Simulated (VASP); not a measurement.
Here is a VASP 6.6.1 calculation.

File INCAR:

```
SYSTEM = RbBr
ALGO = Normal ; EDIFF = 1E-7
ENCUT = 520 ; GGA = PE
ISIF = 2 ; ISMEAR = -1
LASPH = .True. ; LCHARG = .False.
LREAL = .False. ; LWAVE = .False.
NBANDS = 15 ; NELM = 80
PREC = Accurate ; SIGMA = 0.05
```

The input KPOINTS:

```
k-points
0
Gamma
  7 7 7
  0 0 0
```

File POSCAR:

```
RbBr
1.0
    0.0000000000      3.4496960257      3.4496960257
    3.4496960257      0.0000000000      3.4496960257
    3.4496960257      3.4496960257      0.0000000000
Rb Br
1 1
Direct
    0.0000000000      0.0000000000      0.0000000000
    0.5000000000      0.5000000000      0.5000000000
```

Potentials or basis: VASP PAW PBE potentials, release 64 (Rb_sv, Br).

Launch:

```sh
$ cat potpaw_PBE.64/Rb_sv/POTCAR potpaw_PBE.64/Br/POTCAR > POTCAR
$ mpirun -np 1 vasp_std > vasp.out
```

**Question.** Predict the band gap on the k mesh.

**Answer.** 4.31 eV.

**Question.** Predict the pressure.

**Answer.** 0.7 GPa.

Caveat: an odd mesh through Γ misses points on the zone boundary, where band edges can lie.
